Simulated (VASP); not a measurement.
# AlPd4 (I4/mmm) in VASP: further runs

Runs on AlPd4. Level: PBE. Tasks: single point, relaxation of cell and atoms.

Program: VASP 6.6.1. These are calculated values, not measurements. Logs are shortened: lines on timing, memory, paths and dates and some standing lists are left out, and cuts for length are marked.

**1. The cell of the first run**

The structure is tetragonal, space group I4/mmm (No. 139). Conventional cell: a = 4.961 Å, b = 4.961 Å, c = 6.362 Å, α = 90.00°, β = 90.00°, γ = 90.00°. Al (site symmetry 4/mmm) has 4 Pd at 1.91 Å within 2.5 Å. Within 2.5 Å of Pd (site symmetry m2m) lie 1 Al at 1.91 Å and 2 Pd at 2.26 Å.

**2. Single point, PBE**

INCAR reads:

```
SYSTEM = AlPd4
  PREC = Accurate
  ENCUT = 520
  EDIFF = 1E-6
  ISMEAR = 0
  SIGMA = 0.1
  LREAL = .False.
  LASPH = .True.
  NELM = 100
  ALGO = Normal
  ISIF = 2
  LWAVE = .False.
  LCHARG = .False.
  GGA = PE
  NBANDS = 30
```

KPOINTS reads:

```
regular mesh
0
Gamma
  6 6 6
  0 0 0
```

POSCAR reads:

```
AlPd4
1.0
   -2.4807214500      2.4807214500      3.1811700800
    2.4807214500     -2.4807214500      3.1811700800
    2.4807214500      2.4807214500     -3.1811700800
Al Pd
1 4
Direct
    0.0000000000      0.0000000000      0.0000000000
    0.7278876700      0.7278876700      0.4557753500
    0.2721123300      0.2721123300      0.5442246500
    0.7278876700      0.2721123300      0.0000000000
    0.2721123300      0.7278876700      0.0000000000
```

Potentials or basis: VASP PAW PBE potentials, release 64 (Al, Pd).

Launch:

```console
$ cat potpaw_PBE.64/Al/POTCAR potpaw_PBE.64/Pd/POTCAR > POTCAR
$ mpirun -np 1 vasp_std > vasp.out
```

OUTCAR:

```text
SYSTEM = AlPd4
   PREC = Accurate
   ENCUT = 520
   EDIFF = 1E-6
   ISMEAR = 0
   LREAL = .False.
   LASPH = .True.
   NELM = 100
   ISIF = 2
   GGA = PE

 ion  position               nearest neighbor table
   1  0.000  0.000  0.000-   3 1.91   2 1.91   5 1.91   4 1.91
   2  0.728  0.728  0.456-   1 1.91   4 2.26   5 2.26   4 2.70   5 2.70   3 3.20   3 3.20   3 3.20

   3  0.272  0.272  0.544-   1 1.91   5 2.26   4 2.26   5 2.70   4 2.70   2 3.20   2 3.20   2 3.20

   4  0.728  0.272  0.000-   1 1.91   2 2.26   3 2.26   3 2.70   2 2.70   5 3.20   5 3.20   5 3.20

   5  0.272  0.728  0.000-   1 1.91   2 2.26   3 2.26   3 2.70   2 2.70   4 3.20   4 3.20   4 3.20

  LATTYP: Found a body centered tetragonal cell.
 ALAT       =     4.9614429000
 C/A-ratio  =     1.2823568241

  Lattice vectors:

 A1 = (  -2.4807214500,   2.4807214500,   3.1811700800)
 A2 = (   2.4807214500,  -2.4807214500,   3.1811700800)
 A3 = (   2.4807214500,   2.4807214500,  -3.1811700800)

Analysis of symmetry for initial positions (statically):
=====================================================================
 Subroutine PRICEL returns:
 Original cell was already a primitive cell.

 Routine SETGRP: Setting up the symmetry group for a
 body centered tetragonal supercell.

 Subroutine GETGRP returns: Found 16 space group operations
 (whereof 16 operations were pure point group operations)
 out of a pool of 16 trial point group operations.

The static configuration has the point symmetry D_4h.

Analysis of symmetry for dynamics (positions and initial velocities):
=====================================================================
 Subroutine PRICEL returns:
 Original cell was already a primitive cell.

 Routine SETGRP: Setting up the symmetry group for a
 body centered tetragonal supercell.

 Subroutine GETGRP returns: Found 16 space group operations
 (whereof 16 operations were pure point group operations)
 out of a pool of 16 trial point group operations.

The dynamic configuration has the point symmetry D_4h.

 Subroutine INISYM returns: Found 16 space group operations
 (whereof 16 operations are pure point group operations),
 and found     1 'primitive' translations

----------------------------------------------------------------------------------------

                                     Primitive cell

  volume of cell :      78.3074

  direct lattice vectors                    reciprocal lattice vectors
    -2.480721450  2.480721450  3.181170080     0.000000000  0.201554270  0.157174872
     2.480721450 -2.480721450  3.181170080     0.201554270  0.000000000  0.157174872
     2.480721450  2.480721450 -3.181170080     0.201554270  0.201554270  0.000000000

  length of vectors
     4.735799922  4.735799922  4.735799922     0.255593552  0.255593552  0.285040782

  position of ions in fractional coordinates (direct lattice)
     0.000000000  0.000000000  0.000000000
     0.727887670  0.727887670  0.455775350
     0.272112330  0.272112330  0.544224650
     0.727887670  0.272112330  0.000000000
     0.272112330  0.727887670  0.000000000

  ion indices of the primitive-cell ions
   primitive index   ion index
                 1           1
                 2           2
                 3           3
                 4           4
                 5           5

----------------------------------------------------------------------------------------

 KPOINTS: regular mesh

Automatic generation of k-mesh.
 Grid dimensions read from file:
 generate k-points for:    6    6    6

 Generating k-lattice:

  Cartesian coordinates                     Fractional coordinates (reciprocal lattice)
     0.000000000  0.033592378  0.026195812     0.166666667  0.000000000 -0.000000000
     0.033592378  0.000000000  0.026195812     0.000000000  0.166666667 -0.000000000
     0.033592378  0.033592378  0.000000000     0.000000000  0.000000000  0.166666667

  Length of vectors
     0.042598925  0.042598925  0.047506797

  Shift w.r.t. Gamma in fractional coordinates (k-lattice)
     0.000000000  0.000000000  0.000000000

 Subroutine IBZKPT returns following result:
 ===========================================

 Found     30 irreducible k-points:

 Following reciprocal coordinates:
            Coordinates               Weight
  0.000000  0.000000  0.000000      1.000000
  0.166667 -0.000000  0.000000      8.000000
  0.333333 -0.000000  0.000000      8.000000
  0.500000  0.000000  0.000000      4.000000
  0.166667  0.166667  0.000000      8.000000
  0.333333  0.166667  0.000000     16.000000
[... 16 lines left out ...]
 -0.333333 -0.333333  0.166667      8.000000
 -0.166667 -0.333333  0.166667      8.000000
 [... further k-points ...]
   k-points           NKPTS =     30   k-points in BZ     NKDIM =     30   number of bands    NBANDS=     30
   number of dos      NEDOS =    301   number of ions     NIONS =      5
   total plane-waves  NPLWV =  46656
   dimension x,y,z NGX =    36 NGY =   36 NGZ =   36
   dimension x,y,z NGXF=    72 NGYF=   72 NGZF=   72
   ions per type =               1   4
   NGX,Y,Z   is equivalent  to a cutoff of  12.64, 12.64, 12.64 a.u.
   NGXF,Y,Z  is equivalent  to a cutoff of  25.27, 25.27, 25.27 a.u.
 SYSTEM =  AlPd4
   PREC   = accura    normal or accurate (medium, high low for compatibility)
   ISTART =      0    job   : 0-new  1-cont  2-samecut
   ICHARG =      2    charge: 1-file 2-atom 10-const
   ISPIN  =      1    spin polarized calculation?
   LNONCOLLINEAR =      F non collinear calculations
   LSORBIT =      F    spin-orbit coupling
   LASPH  =      T    aspherical Exc in radial PAW
   ENCUT  =  520.0 eV  38.22 Ry    6.18 a.u.   8.81  8.81  8.81*2*pi/ulx,y,z
   NELM   =    100;   NELMIN=  2; NELMDL= -5     # of ELM steps
   EDIFF  = 0.1E-05   stopping-criterion for ELM
   LREAL  =      F    real-space projection
   EDIFFG = 0.1E-04   stopping-criterion for IOM
   NSW    =      0    number of steps for IOM
   IBRION =     -1    ionic relax: 0-MD 1-quasi-New 2-CG
   NFREE  =      0    steps in history (QN), initial steepest desc. (CG)
   ISIF   =      2    stress and relaxation
   ISYM   =      2    0-nonsym 1-usesym 2-fastsym
   POTIM  = 0.5000    time-step for ionic-motion
   TEBEG  =    0.0;   TEEND  =   0.0 temperature during run
   PSTRESS=    0.0 pullay stress
   NELECT =      43.0000    total number of electrons
   NUPDOWN=      -1.0000    fix difference up-down
   EMIN   =  10.00;   EMAX   =-10.00  energy-range for DOS
   EFERMI =   0.00;   METHOD = LEGACY
   ISMEAR =     0;   SIGMA  =   0.10  broadening in eV -4-tet -1-fermi 0-gaus
   EFERMI_NEDOS =   21; number of points for ismear=-14 and -15
   IALGO  =     38    algorithm
   IMIX   =      4    mixing-type and parameters
     AMIX     =   0.40;   BMIX     =  1.00
     AMIX_MAG =   1.60;   BMIX_MAG =  1.00
  volume/ion in A,a.u.               =      15.66       105.69
  Fermi-wavevector in a.u.,A,eV,Ry     =   1.340592  2.533352 24.452220  1.797187
  Thomas-Fermi vector in A             =   2.468893
   LORBIT       =      0    0 simple, 1 ext, 2 COOP (PROOUT), +10 PAW based schemes
   GGA     = PE    functional components
   LHFCALC =     F    Hartree Fock is set to
   AEXX    =    0.0000 exact exchange contribution
   IVDW    =     0    specifies the selected vdW correction
   LEPSILON=     F    determine dielectric tensor
   LRPA    =     F    only Hartree local field effects (RPA)
 non-spin polarized calculation
 Gauss-broadening in eV      SIGMA  =   0.10
  energy-cutoff  :      520.00
  volume of cell :       78.31
 maximum number of plane-waves:      2122
   NGX = 17   NGY = 17   NGZ = 17

 number of electron      43.0000010 magnetization

 Free energy of the ion-electron system (eV)
  ---------------------------------------------------
  ext. energy  EPLUGINS =         0.00000000
  ---------------------------------------------------
  free energy    TOTEN  =       -14.03841399 eV

  energy without entropy =      -14.03141097  energy(sigma->0) =      -14.03491248

 E-fermi :   8.6038     XC(G=0): -11.9137

 val. band max:        8.5490028117   @ k =   0.5000   0.5000   0.3333
 cond. band min:       8.6735830058   @ k =   0.1667   0.1667   0.0000
 fundamental gap:      0.1245801941
 Fermi energy:         8.6037606306

 k-point     1 :       0.0000    0.0000    0.0000
  band No.  band energies     occupation
      1       0.1212      2.00000
      2       1.9011      2.00000
      3       2.4295      2.00000
      4       2.5187      2.00000
      5       2.8131      2.00000
      6       2.8131      2.00000
[... 22 lines left out ...]
     29      16.8088      0.00000
     30      16.8088      0.00000

 k-point     2 :       0.1667   -0.0000    0.0000
  band No.  band energies     occupation
      1       0.3663      2.00000
      2       2.0488      2.00000
      3       2.6080      2.00000
      4       2.6667      2.00000
      5       2.7698      2.00000
      6       3.1027      2.00000
[... 22 lines left out ...]
     29      16.9075      0.00000
     30      16.9106      0.00000

 k-point     3 :       0.3333   -0.0000    0.0000
  band No.  band energies     occupation
      1       0.9953      2.00000
      2       2.2479      2.00000
      3       2.5606      2.00000
      4       3.1588      2.00000
      5       3.3017      2.00000
      6       3.9282      2.00000
[... 22 lines left out ...]
     29      17.3807      0.00000
     30      18.2725      0.00000

 k-point     4 :       0.5000    0.0000    0.0000
  band No.  band energies     occupation
      1       1.6422      2.00000
      2       1.8191      2.00000
      3       2.9077      2.00000
      4       3.3953      2.00000
      5       3.8283      2.00000
      6       3.9847      2.00000
[... 616 lines left out ...]
     29      17.2241      0.00000
     30      18.8670      0.00000

 k-point    23 :      -0.3333   -0.3333    0.1667
  band No.  band energies     occupation
      1       0.9832      2.00000
      2       2.2417      2.00000
      3       2.7492      2.00000
      4       3.0293      2.00000
      5       3.2221      2.00000
      6       3.6300      2.00000
[... 22 lines left out ...]
     29      17.4230      0.00000
     30      19.1157      0.00000

 k-point    24 :      -0.1667   -0.3333    0.1667
  band No.  band energies     occupation
      1       0.6428      2.00000
      2       2.0716      2.00000
      3       2.6332      2.00000
      4       2.9160      2.00000
      5       3.0584      2.00000
      6       3.1647      2.00000
[... 22 lines left out ...]
     29      17.2041      0.00000
     30      18.4353      0.00000

 [... further k-points ...]
[... 5 lines left out ...]
  --------------------------------------------------------------------------------------
  -------------------------------------------------------------------------------------
  Total       58.8682701     58.8682701     -7.5284778      0.0000000     -0.0000000      0.0000000
  in kB     1204.4505434   1204.4505434   -154.0333888      0.0000000     -0.0000000      0.0000000
  external PRESSURE =     751.6225660 kB  Pullay stress =       0.0000000 kB

 VOLUME and BASIS-vectors are now :
 -----------------------------------------------------------------------------
  energy-cutoff  :      520.00
  volume of cell :       78.31
      direct lattice vectors                 reciprocal lattice vectors
    -2.480721450  2.480721450  3.181170080     0.000000000  0.201554270  0.157174872
     2.480721450 -2.480721450  3.181170080     0.201554270  0.000000000  0.157174872
     2.480721450  2.480721450 -3.181170080     0.201554270  0.201554270  0.000000000

 POSITION                                       TOTAL-FORCE (eV/Angst)
 -----------------------------------------------------------------------------------
      0.00000      0.00000      0.00000        -0.000000      0.000000      0.000000
      1.13065      1.13065      3.18117        -2.124014     -2.124014      0.000000
      1.35007      1.35007      0.00000         2.124014      2.124014     -0.000000
     -1.13065      1.13065      3.18117         2.124014     -2.124014      0.000000
      1.13065     -1.13065      3.18117        -2.124014      2.124014      0.000000
 -----------------------------------------------------------------------------------
    total drift:                               -0.000000     -0.000000      0.000000

  FREE ENERGIE OF THE ION-ELECTRON SYSTEM (eV)
  ---------------------------------------------------
  free  energy   TOTEN  =       -14.0384139903 eV

  energy  without entropy=      -14.0314109750  energy(sigma->0) =      -14.03491248
```

Run time: 39 s. Hardware: 1 thread of Intel Xeon 6975P-C, shared host; peak memory 0.23 GiB.

Results:

| Property | Result |
| --- | --- |
| Free energy | -14.0384 eV |
| Pressure | 75.2 GPa |
| Largest force | 3.004 eV/Å |

Forces in eV/Å, atoms in the order of the input:
```
Al   0.000  0.000  0.000
Pd  -2.124 -2.124  0.000
Pd   2.124  2.124  0.000
Pd   2.124 -2.124  0.000
Pd  -2.124  2.124  0.000
```

Levels at points of the mesh, in eV from the Fermi level:
| k point | band 19 | band 20 | band 21 | band 22 | band 23 | band 24 |
| --- | --- | --- | --- | --- | --- | --- |
| (0.00, 0.00, 0.00) | -0.30 | -0.30 | 1.28 | 1.64 | 3.44 | 4.19 |
| (0.50, 0.00, 0.00) | -1.04 | -0.96 | -0.78 | -0.55 | 2.94 | 4.29 |
| (0.50, 0.50, 0.00) | -2.06 | -2.04 | -1.22 | -0.49 | 1.79 | 1.95 |
| (0.50, 0.50, 0.50) | -0.96 | -0.12 | 0.10 | 0.30 | 0.75 | 1.28 |

Caveat: forces of over 1 eV/Å act on the atoms, so gaps and moduli don't describe the material at rest.

**3. Single point, PBE**

This run uses another cell than the first one, of 18.38 Å³/atom, 1.174 times its volume.

INCAR reads:

```
PREC     = Accurate       # precision mode
ENCUT    = 520            # plane-wave cutoff, eV
EDIFF    = 1E-6           # SCF threshold, eV
ISMEAR   = 0              # smearing method
SIGMA    = 0.1            # smearing width, eV
LREAL    = False          # projectors in reciprocal space
LASPH    = True           # aspherical terms in the spheres
NELM     = 80             # most SCF steps
ALGO     = Fast           # electronic algorithm
ISIF     = 2              # what is computed and relaxed
LWAVE    = False          # write WAVECAR
LCHARG   = False          # write CHGCAR
GGA      = PE             # functional
NBANDS   = 30             # bands
```

KPOINTS reads:

```
Automatic mesh
0
Gamma
  6 6 6
```

POSCAR reads:

```
AlPd4
1.0
   -2.9902244782      2.9902244782      2.5699581728
    2.9902244782     -2.9902244782      2.5699581728
    2.9902244782      2.9902244782     -2.5699581728
Al Pd
1 4
Direct
    0.0000000000      0.0000000000      0.0000000000
    0.7178312918      0.7178312918      0.4356625837
    0.2821687082      0.2821687082      0.5643374163
    0.7178312918      0.2821687082      0.0000000000
    0.2821687082      0.7178312918      0.0000000000
```

Potentials or basis: VASP PAW PBE potentials, release 64 (Al, Pd).

Launch:

```console
$ cat potpaw_PBE.64/Al/POTCAR potpaw_PBE.64/Pd/POTCAR > POTCAR
$ mpirun -np 1 vasp_std > vasp.out
```

Wall time 82 s (1 thread of Intel Xeon 6975P-C, shared host); peak memory 0.27 GiB.

Results (log left out):

- Free energy: -24.2421 eV
- Pressure: -0.1 GPa
- Largest force: 0.036 eV/Å

Forces in eV/Å, atoms in the order of the input:
```
Al   0.000  0.000  0.000
Pd  -0.026 -0.026  0.000
Pd   0.026  0.026  0.000
Pd   0.026 -0.026  0.000
Pd  -0.026  0.026  0.000
```

Stress tensor (GPa, compression positive):
```
 0.10  0.00  0.00
 0.00  0.10  0.00
 0.00  0.00 -0.36
```

Levels at points of the mesh, in eV from the Fermi level:
| k point | band 19 | band 20 | band 21 | band 22 | band 23 | band 24 |
| --- | --- | --- | --- | --- | --- | --- |
| (0.00, 0.00, 0.00) | -0.21 | -0.21 | -0.11 | 2.23 | 2.42 | 2.42 |
| (0.50, 0.00, 0.00) | -0.90 | -0.66 | -0.55 | -0.46 | 1.57 | 1.82 |
| (0.50, 0.50, 0.00) | -1.44 | -0.60 | -0.52 | -0.48 | 2.65 | 3.76 |
| (0.50, 0.50, 0.50) | -0.78 | -0.11 | -0.08 | 0.28 | 0.32 | 1.15 |

**4. Single point, PBE**

This run uses another cell than the first one, of 18.38 Å³/atom, 1.174 times its volume.

INCAR reads:

```
SYSTEM = AlPd4
PREC = Accurate ; ENCUT = 520
EDIFF = 1E-6 ; ISMEAR = 0
SIGMA = 0.1 ; LREAL = .False.
LASPH = .True. ; NELM = 100
ALGO = Fast ; ISIF = 2
LWAVE = .False. ; LCHARG = .False.
GGA = PE ; NBANDS = 30
```

KPOINTS reads:

```
regular mesh
0
Gamma
  10 10 10
  0 0 0
```

POSCAR reads:

```
AlPd4
1.0
   -2.9925714480      2.9925714480      2.5659199574
    2.9925714480     -2.9925714480      2.5659199574
    2.9925714480      2.9925714480     -2.5659199574
Al Pd
1 4
Direct
    0.0000000000      0.0000000000      0.0000000000
    0.7175967075      0.7175967075      0.4351934151
    0.2824032925      0.2824032925      0.5648065849
    0.7175967075      0.2824032925      0.0000000000
    0.2824032925      0.7175967075      0.0000000000
```

Launch:

```console
$ cat potpaw_PBE.64/Al/POTCAR potpaw_PBE.64/Pd/POTCAR > POTCAR
$ mpirun -np 1 vasp_std > vasp.out
```

It took 6.3 min on 1 thread of Intel Xeon 6975P-C, shared host; peak memory 0.39 GiB.

It converged, with:

```
Free energy   : -24.2365 eV
Pressure      : -0.1 GPa
Largest force : 0.031 eV/Å
```

Forces in eV/Å, atoms in the order of the input:
```
Al   0.000  0.000  0.000
Pd  -0.022 -0.022  0.000
Pd   0.022  0.022  0.000
Pd   0.022 -0.022  0.000
Pd  -0.022  0.022  0.000
```

Stress tensor (GPa, compression positive):
```
-0.04  0.00  0.00
 0.00 -0.04  0.00
 0.00  0.00 -0.28
```

Levels at points of the mesh, in eV from the Fermi level:
| k point | band 17 | band 18 | band 19 | band 20 | band 21 | band 22 | band 23 | band 24 | band 25 | band 26 |
| --- | --- | --- | --- | --- | --- | --- | --- | --- | --- | --- |
| (0.00, 0.00, 0.00) | -0.61 | -0.61 | -0.21 | -0.21 | -0.09 | 2.26 | 2.44 | 2.44 | 4.08 | 4.08 |
| (0.50, 0.00, 0.00) | -1.41 | -1.14 | -0.88 | -0.64 | -0.53 | -0.44 | 1.58 | 1.83 | 2.94 | 3.07 |
| (0.50, 0.50, 0.00) | -1.43 | -1.43 | -1.43 | -0.58 | -0.50 | -0.47 | 2.67 | 3.79 | 4.16 | 4.46 |
| (0.50, 0.50, 0.50) | -1.21 | -0.98 | -0.75 | -0.10 | -0.07 | 0.30 | 0.33 | 1.16 | 1.16 | 3.72 |

(Part 1 of 2 ends here.)
